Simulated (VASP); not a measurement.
# C (Cmme) in VASP: a series of runs, part 2 of 2

VASP 6.6.1. The steps go on from the part before.

## (3) Single point, PBE (normal strain along x +0.0700, normal strain along y -0.0700)

The input, INCAR:

```
SYSTEM = C
ALGO     = Normal         ! electronic algorithm
EDIFF    = 1E-6           ! SCF threshold, eV
ENCUT    = 520            ! plane-wave cutoff, eV
GGA      = PE             ! functional
ISIF     = 2              ! what is computed and relaxed
ISMEAR   = 0              ! smearing method
LASPH    = .True.         ! aspherical terms in the spheres
LCHARG   = .False.        ! write CHGCAR
LREAL    = .False.        ! projectors in reciprocal space
LWAVE    = .False.        ! write WAVECAR
NBANDS   = 16             ! bands
NELM     = 100            ! most SCF steps
PREC     = Accurate       ! precision mode
SIGMA    = 0.15           ! smearing width, eV
```

The input, KPOINTS:

```
k-points
0
Gamma
  18 18 6
  0 0 0
```

The input, POSCAR:

```
C
1.0
    1.3196064893     -1.9865213371      0.0000000000
    1.3196064893      1.9865213371      0.0000000000
    0.0000000000      0.0000000000      8.7070207245
C
4
Direct
    0.0833329406      0.9166670594      0.7503043452
    0.5833329406      0.4166670594      0.2496956548
    0.9166670594      0.0833329406      0.2496956548
    0.4166670594      0.5833329406      0.7503043452
```

Potentials or basis: VASP PAW PBE potentials, release 64 (C).

Started as:

```console
> cat potpaw_PBE.64/C/POTCAR > POTCAR
> mpirun -np 1 vasp_std > vasp.out
```

OUTCAR:

```text
SYSTEM = C
   EDIFF = 1E-6
   ENCUT = 520
   GGA = PE
   ISIF = 2
   ISMEAR = 0
   LASPH = .True.
   LREAL = .False.
   NELM = 100
   PREC = Accurate

 ion  position               nearest neighbor table
   1  0.083  0.917  0.750-   4 1.32   4 1.48   4 1.48
   2  0.583  0.417  0.250-   3 1.32   3 1.48   3 1.48
   3  0.917  0.083  0.250-   2 1.32   2 1.48   2 1.48
   4  0.417  0.583  0.750-   1 1.32   1 1.48   1 1.48

  LATTYP: Found a base centered orthorhombic cell.
 ALAT       =     2.6392129786
 B/A-ratio  =     1.5053891847
 C/A-ratio  =     3.2990974185

  Lattice vectors:

 A1 = (   1.3196064893,  -1.9865213371,   0.0000000000)
 A2 = (   1.3196064893,   1.9865213371,   0.0000000000)
 A3 = (   0.0000000000,   0.0000000000,   8.7070207245)

Analysis of symmetry for initial positions (statically):
=====================================================================
 Subroutine PRICEL returns:
 Original cell was already a primitive cell.

 Routine SETGRP: Setting up the symmetry group for a
 base centered orthorhombic supercell.

 Subroutine GETGRP returns: Found  8 space group operations
 (whereof  4 operations were pure point group operations)
 out of a pool of  8 trial point group operations.

The static configuration has the point symmetry C_2h.
 The point group associated with its full space group is D_2h.

Analysis of symmetry for dynamics (positions and initial velocities):
=====================================================================
 Subroutine PRICEL returns:
 Original cell was already a primitive cell.

 Routine SETGRP: Setting up the symmetry group for a
 base centered orthorhombic supercell.

 Subroutine GETGRP returns: Found  8 space group operations
 (whereof  4 operations were pure point group operations)
 out of a pool of  8 trial point group operations.

The dynamic configuration has the point symmetry C_2h.
[... 118 lines left out ...]
   EFERMI =   0.00;   METHOD = LEGACY
   ISMEAR =     0;   SIGMA  =   0.15  broadening in eV -4-tet -1-fermi 0-gaus
   EFERMI_NEDOS =   21; number of points for ismear=-14 and -15
   IALGO  =     38    algorithm
   IMIX   =      4    mixing-type and parameters
     AMIX     =   0.40;   BMIX     =  1.00
     AMIX_MAG =   1.60;   BMIX_MAG =  1.00
  volume/ion in A,a.u.               =      11.41        77.01
  Fermi-wavevector in a.u.,A,eV,Ry     =   1.154257  2.181229 18.127158  1.332309
  Thomas-Fermi vector in A             =   2.290895
   LORBIT       =      0    0 simple, 1 ext, 2 COOP (PROOUT), +10 PAW based schemes
   GGA     = PE    functional components
   LHFCALC =     F    Hartree Fock is set to
   AEXX    =    0.0000 exact exchange contribution
   IVDW    =     0    specifies the selected vdW correction
   LEPSILON=     F    determine dielectric tensor
   LRPA    =     F    only Hartree local field effects (RPA)
 non-spin polarized calculation
 Gauss-broadening in eV      SIGMA  =   0.15
  energy-cutoff  :      520.00
  volume of cell :       45.65
 maximum number of plane-waves:      1256
 NGX is ok and might be reduce to    18
   NGX =  9   NGY =  9   NGZ = 33

 number of electron      16.0000001 magnetization

 Free energy of the ion-electron system (eV)
  ---------------------------------------------------
  ext. energy  EPLUGINS =         0.00000000
  ---------------------------------------------------
  free energy    TOTEN  =       -35.91084977 eV

  energy without entropy =      -35.91066730  energy(sigma->0) =      -35.91075853

 E-fermi :   2.8813     XC(G=0):  -8.6020

 val. band max:        2.7134321286   @ k =   0.3889   0.3889   0.0000
 cond. band min:       3.1013952422   @ k =   0.3889   0.3889   0.0000
 fundamental gap:      0.3879631136
 Fermi energy:         2.8813366781

 k-point     1 :       0.0000    0.0000    0.0000
  band No.  band energies     occupation
      1     -16.9292      2.00000
      2     -16.9008      2.00000
      3      -5.1894      2.00000
      4      -4.7743      2.00000
      5      -0.3229      2.00000
      6      -0.3155      2.00000
[... 433 lines left out ...]
      3      -4.0552      2.00000
      4      -3.8337      2.00000
      5      -3.8286      2.00000
      6      -3.6643      2.00000
[... 8 lines left out ...]
     15      11.9652      0.00000
     16      12.0586      0.00000

 [... further k-points ...]
[... 5 lines left out ...]
  --------------------------------------------------------------------------------------
  -------------------------------------------------------------------------------------
  Total      -11.6223529     16.8544105     -0.0176268      0.0000000     -0.0000000      0.0000000
  in kB     -407.9128549    591.5437880     -0.6186525      0.0000000     -0.0000000      0.0000000
  external PRESSURE =      61.0040935 kB  Pullay stress =       0.0000000 kB

 VOLUME and BASIS-vectors are now :
 -----------------------------------------------------------------------------
  energy-cutoff  :      520.00
  volume of cell :       45.65
      direct lattice vectors                 reciprocal lattice vectors
     1.319606489 -1.986521337  0.000000000     0.378900834 -0.251696265  0.000000000
     1.319606489  1.986521337  0.000000000     0.378900834  0.251696265  0.000000000
     0.000000000  0.000000000  8.707020724     0.000000000  0.000000000  0.114849847

 POSITION                                       TOTAL-FORCE (eV/Angst)
 -----------------------------------------------------------------------------------
      1.31961      1.65544      6.53292         0.000000      2.385277     -0.000069
      1.31961     -0.33109      2.17411         0.000000      2.385277      0.000069
      1.31961     -1.65544      2.17411         0.000000     -2.385277      0.000069
      1.31961      0.33109      6.53292         0.000000     -2.385277     -0.000069
 -----------------------------------------------------------------------------------
    total drift:                               -0.000000     -0.000000      0.000000

  FREE ENERGIE OF THE ION-ELECTRON SYSTEM (eV)
  ---------------------------------------------------
  free  energy   TOTEN  =       -35.9108497664 eV

  energy  without entropy=      -35.9106673018  energy(sigma->0) =      -35.91075853
```

Wall time 99 s (1 thread of Intel Xeon 6975P-C (Granite Rapids), shared host); peak memory 0.29 GiB.

What came out:

```yaml
Free_energy: -35.9108 eV
Pressure: 6.1 GPa
Largest_force: 2.385 eV/Å
```

Forces on the atoms (eV/Å):
```
C    0.000  2.385  0.000
C    0.000  2.385  0.000
C    0.000 -2.385  0.000
C    0.000 -2.385  0.000
```

Caveat: the cell differs from its parent crystal (normal strain along x +0.0700, normal strain along y -0.0700); the stress differs along the axes, from -41 to 59 GPa; this functional lacks dispersion, which binds layers or chains, so the pressure and a relaxed spacing across them are unreliable; forces of over 1 eV/Å act on the atoms, so gaps and moduli don't describe the material at rest.
